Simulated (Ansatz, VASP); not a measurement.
**One calculation of Cu, two programs**

INCAR

```
PREC = Accurate ; ENCUT = 520
EDIFF = 1E-7 ; ISMEAR = 0
SIGMA = 0.1 ; LREAL = F
LASPH = T ; NELM = 80
ALGO = Fast ; ISIF = 2
LWAVE = F ; LCHARG = F
GGA = PE ; NBANDS = 42
```

KPOINTS

```
Automatic mesh
0
Gamma
  6 6 6
```

Contents of POSCAR:

```
Cu
1.0
    4.2918799391      2.4779180382      1.1228651593
   -4.2918799391      2.4779180382      1.1228651593
    0.0000000000     -4.9558360763      1.1228651593
Cu
6
Direct
    0.5845000000      0.3510000000      0.2465000000
    0.2465000000      0.5845000000      0.3510000000
    0.3510000000      0.2465000000      0.5845000000
    0.4155000000      0.6490000000      0.7535000000
    0.7535000000      0.4155000000      0.6490000000
    0.6490000000      0.7535000000      0.4155000000
```

Input for Ansatz:

```yaml
crystal:
  lattice:
    - [4.2918799391, 2.4779180382, 1.1228651593]
    - [-4.2918799391, 2.4779180382, 1.1228651593]
    - [0.0, -4.9558360763, 1.1228651593]
  atoms:
    - { symbol: Cu, position: [0.5845, 0.351, 0.2465] }
    - { symbol: Cu, position: [0.2465, 0.5845, 0.351] }
    - { symbol: Cu, position: [0.351, 0.2465, 0.5845] }
    - { symbol: Cu, position: [0.4155, 0.649, 0.7535] }
    - { symbol: Cu, position: [0.7535, 0.4155, 0.649] }
    - { symbol: Cu, position: [0.649, 0.7535, 0.4155] }
basis:
  ecutwfc: 420
kpoints:
  mp_grid: { grid: [6, 6, 6] }
hamiltonian:
  xc: pbe
scf:
  occupations: { method: gaussian, width: 0.1 }
  lower_state_search: "off"
output:
  forces: true
  stress: true
  eigenvalues: true
```

Alike in both runs: task single point; functional PBE; k mesh 6 × 6 × 6; occupations gaussian, width 0.1 eV; no spin polarisation.

```csv
,VASP,Ansatz
version,VASP 6.6.1,Ansatz 0.2.0
potentials or method,"VASP PAW PBE potentials, release 64 (Cu), cutoff 520 eV","scalar-relativistic, plane waves, PAW"
valence electrons in the cell,66,114
```

VASP gave:

| Item | Value |
| --- | --- |
| gap on the k mesh at the Fermi level (eV) | none |
| rms of the force components (eV/Å) | 15.302 |

What did Ansatz give for the same quantities?

gap on the k mesh at the Fermi level (eV): none; rms of the force components (eV/Å): 16.057.

Atom by atom the forces differ by 0.756 eV/Å (rms over components). A gap of «none» marks a metal or a gap that the smearing closes. VASP's potentials hold 66 valence electrons a cell and Ansatz's 114, so a difference there can come from the potentials and not from the codes.
